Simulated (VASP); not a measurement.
# Ta (Im-3m) in VASP: single point with LDA

Aim: the single point of Ta with LDA.

Program: VASP 6.6.1. These are calculated values, not measurements. Logs are shortened: lines on timing, memory, paths and dates and some standing lists are left out, and cuts for length are marked.

### Step 1. The cell of the first run

The structure is cubic, space group Im-3m (No. 229). The conventional cell has a = 3.206 Å, b = 3.206 Å, c = 3.206 Å, α = 90.00°, β = 90.00°, γ = 90.00°. Ta (site symmetry m-3m) has 14 Ta at 2.78 to 3.21 Å within 3.7 Å.

### Step 2. Single point, LDA

INCAR reads:

```
SYSTEM = Ta
ALGO = Normal ; EDIFF = 1E-6
ENCUT = 500 ; GGA_COMPAT = .FALSE.
ISIF = 2 ; ISMEAR = -1
LASPH = .TRUE. ; LCHARG = .FALSE.
LREAL = .FALSE. ; LWAVE = .FALSE.
NBANDS = 12 ; NELM = 120
PREC = Accurate ; SIGMA = 0.15
```

KPOINTS reads:

```
k-points
0
G
  20 20 20
  0 0 0
```

POSCAR reads:

```
Ta
1.0
   -1.6027559546      1.6027559546      1.6027559546
    1.6027559546     -1.6027559546      1.6027559546
    1.6027559546      1.6027559546     -1.6027559546
Ta
1
Direct
    0.0000000000      0.0000000000      0.0000000000
```

Potentials or basis: VASP PAW LDA potentials, release 64 (Ta_sv_GW).

On the command line:

```bash
$ cat potpaw_LDA.64/Ta_sv_GW/POTCAR > POTCAR
$ mpirun -np 1 vasp_std > vasp.out
```

OUTCAR:

```text
SYSTEM = Ta
   EDIFF = 1E-6
   ENCUT = 500
   ISIF = 2
   ISMEAR = -1
   LASPH = .TRUE.
   LREAL = .FALSE.
   NELM = 120
   PREC = Accurate

 ion  position               nearest neighbor table
   1  0.000  0.000  0.000-

  LATTYP: Found a body centered cubic cell.
 ALAT       =     3.2055119092

  Lattice vectors:

 A1 = (  -1.6027559546,   1.6027559546,   1.6027559546)
 A2 = (   1.6027559546,  -1.6027559546,   1.6027559546)
 A3 = (   1.6027559546,   1.6027559546,  -1.6027559546)

Analysis of symmetry for initial positions (statically):
=====================================================================
 Subroutine PRICEL returns:
 Original cell was already a primitive cell.

 Routine SETGRP: Setting up the symmetry group for a
 body centered cubic supercell.

 Subroutine GETGRP returns: Found 48 space group operations
 (whereof 48 operations were pure point group operations)
 out of a pool of 48 trial point group operations.

The static configuration has the point symmetry O_h .

Analysis of symmetry for dynamics (positions and initial velocities):
=====================================================================
 Subroutine PRICEL returns:
 Original cell was already a primitive cell.

 Routine SETGRP: Setting up the symmetry group for a
 body centered cubic supercell.

 Subroutine GETGRP returns: Found 48 space group operations
 (whereof 48 operations were pure point group operations)
 out of a pool of 48 trial point group operations.

The dynamic configuration has the point symmetry O_h .

 Subroutine INISYM returns: Found 48 space group operations
 (whereof 48 operations are pure point group operations),
 and found     1 'primitive' translations

----------------------------------------------------------------------------------------

                                     Primitive cell

  volume of cell :      16.4688

  direct lattice vectors                    reciprocal lattice vectors
    -1.602755955  1.602755955  1.602755955     0.000000000  0.311962653  0.311962653
     1.602755955 -1.602755955  1.602755955     0.311962653  0.000000000  0.311962653
     1.602755955  1.602755955 -1.602755955     0.311962653  0.311962653  0.000000000

  length of vectors
     2.776054746  2.776054746  2.776054746     0.441181815  0.441181815  0.441181815

  position of ions in fractional coordinates (direct lattice)
     0.000000000  0.000000000  0.000000000

  ion indices of the primitive-cell ions
   primitive index   ion index
                 1           1

----------------------------------------------------------------------------------------
[... 80 lines left out ...]
   PSTRESS=    0.0 pullay stress
   NELECT =      13.0000    total number of electrons
   NUPDOWN=      -1.0000    fix difference up-down
   EMIN   =  10.00;   EMAX   =-10.00  energy-range for DOS
   EFERMI =   0.00;   METHOD = LEGACY
   ISMEAR =    -1;   SIGMA  =   0.15  broadening in eV -4-tet -1-fermi 0-gaus
   EFERMI_NEDOS =   21; number of points for ismear=-14 and -15
   IALGO  =     38    algorithm
   IMIX   =      4    mixing-type and parameters
     AMIX     =   0.40;   BMIX     =  1.00
     AMIX_MAG =   1.60;   BMIX_MAG =  1.00
  volume/ion in A,a.u.               =      16.47       111.14
  Fermi-wavevector in a.u.,A,eV,Ry     =   1.512987  2.859131 31.145503  2.289130
  Thomas-Fermi vector in A             =   2.622838
   LORBIT       =      0    0 simple, 1 ext, 2 COOP (PROOUT), +10 PAW based schemes
   GGA     = CA    functional components
   LHFCALC =     F    Hartree Fock is set to
   AEXX    =    0.0000 exact exchange contribution
   IVDW    =     0    specifies the selected vdW correction
   LEPSILON=     F    determine dielectric tensor
   LRPA    =     F    only Hartree local field effects (RPA)
 non-spin polarized calculation
  energy-cutoff  :      500.00
  volume of cell :       16.47
 maximum number of plane-waves:       430
   NGX = 11   NGY = 11   NGZ = 11

 number of electron      12.9999997 magnetization

 Free energy of the ion-electron system (eV)
  ---------------------------------------------------
  ext. energy  EPLUGINS =         0.00000000
  ---------------------------------------------------
  free energy    TOTEN  =       -15.33450486 eV

  energy without entropy =      -15.24647280  energy(sigma->0) =      -15.29048883

 E-fermi :  11.4532     XC(G=0): -13.7695

 val. band max:       11.4520011587   @ k =  -0.2000   0.3000   0.1000
 cond. band min:      11.4578617469   @ k =   0.3000   0.1000   0.1000
 fundamental gap:      0.0058605882
 Fermi energy:        11.4531939447

 k-point     1 :       0.0000    0.0000    0.0000
  band No.  band energies     occupation
      1     -55.1582      2.00000
      2     -21.1334      2.00000
      3     -21.1334      2.00000
      4     -21.1334      2.00000
      5       3.2651      2.00000
      6      12.0772      0.03073
      7      12.0772      0.03072
      8      12.0772      0.03072
      9      15.6597      0.00000
     10      15.6597      0.00000
     11      26.4457      0.00000
     12      26.4457      0.00000
[... 331 lines left out ...]
 k-point    24 :       0.2500    0.1000    0.0000
  band No.  band energies     occupation
      1     -55.0364      2.00000
      2     -22.2245      2.00000
      3     -21.4884      2.00000
      4     -21.1974      2.00000
      5       6.6354      2.00000
      6      10.2893      1.99915
      7      10.9708      1.92285
      8      14.8960      0.00000
      9      16.3988      0.00000
     10      16.7149      0.00000
     11      26.3463      0.00000
     12      28.3131      0.00000

 [... further k-points ...]

------------------------ aborting loop because EDIFF is reached ----------------------------------------

  FORCE on cell =-STRESS in cart. coord.  units (eV):
  Direction    XX          YY          ZZ          XY          YZ          ZX
  --------------------------------------------------------------------------------------
  -------------------------------------------------------------------------------------
  Total        1.0506052      1.0506052      1.0506052      0.0000000     -0.0000000     -0.0000000
  in kB      102.2087190    102.2087190    102.2087190      0.0000000     -0.0000000     -0.0000000
  external PRESSURE =     102.2087190 kB  Pullay stress =       0.0000000 kB

 VOLUME and BASIS-vectors are now :
 -----------------------------------------------------------------------------
  energy-cutoff  :      500.00
  volume of cell :       16.47
      direct lattice vectors                 reciprocal lattice vectors
    -1.602755955  1.602755955  1.602755955     0.000000000  0.311962653  0.311962653
     1.602755955 -1.602755955  1.602755955     0.311962653  0.000000000  0.311962653
     1.602755955  1.602755955 -1.602755955     0.311962653  0.311962653  0.000000000

 POSITION                                       TOTAL-FORCE (eV/Angst)
 -----------------------------------------------------------------------------------
      0.00000      0.00000      0.00000         0.000000     -0.000000      0.000000
 -----------------------------------------------------------------------------------
    total drift:                                0.000000     -0.000000     -0.000000

  FREE ENERGIE OF THE ION-ELECTRON SYSTEM (eV)
  ---------------------------------------------------
  free  energy   TOTEN  =       -15.3345048559 eV

  energy  without entropy=      -15.2464728048  energy(sigma->0) =      -15.29048883
```

OSZICAR:

```text
N       E                     dE             d eps       ncg     rms          rms(c)
DAV:   1     0.605278922893E+02    0.60528E+02   -0.77362E+03  6264   0.102E+03
DAV:   2    -0.141708231026E+02   -0.74699E+02   -0.71687E+02  7448   0.266E+02
DAV:   3    -0.160053287643E+02   -0.18345E+01   -0.18192E+01  7440   0.379E+01
DAV:   4    -0.160185628676E+02   -0.13234E-01   -0.13233E-01  6884   0.399E+00
DAV:   5    -0.160188539220E+02   -0.29105E-03   -0.29105E-03  8652   0.410E-01    0.899E+01
DAV:   6    -0.154702828573E+02    0.54857E+00   -0.52912E-01  6748   0.650E+00    0.579E+01
DAV:   7    -0.153734617930E+02    0.96821E-01   -0.77450E-01  7032   0.745E+00    0.113E+01
DAV:   8    -0.153343708723E+02    0.39091E-01   -0.12115E-01  6484   0.328E+00    0.737E-01
DAV:   9    -0.153345074104E+02   -0.13654E-03   -0.14976E-03  7080   0.455E-01    0.140E+00
DAV:  10    -0.153345044767E+02    0.29338E-05   -0.57994E-05  6980   0.954E-02    0.818E-01
DAV:  11    -0.153345048559E+02   -0.37922E-06   -0.37875E-06  7032   0.164E-02
   1 F= -.15334505E+02 E0= -.15290489E+02  d E =-.880321E-01
```

stdout:

```text
POSCAR found type information on POSCAR Ta
 POSCAR found :  1 types and       1 ions
 scaLAPACK will be used
 LDA part: xc-table for (Slater(with rela. corr.)+CA(PZ))
 , standard interpolation
 POSCAR, INCAR and KPOINTS ok, starting setup
 FFT: planning ... GRIDC
 FFT: planning ... GRID_SOFT
 FFT: planning ... GRID
 WAVECAR not read
 entering main loop
```

Wall time 23 s (1 thread of Intel Xeon Platinum 8488C (Sapphire Rapids), shared host); peak memory 0.16 GiB.

What came out:

| Item | Value |
| --- | --- |
| Free energy | -15.3345 eV |
| Pressure | 10.2 GPa |
| Band gap on the k mesh | zero (an odd number of electrons rules out a gap without spin polarisation) |

Caveat: the cell stands under pressure; spin-orbit coupling is left out, which moves the levels of the heavy elements.
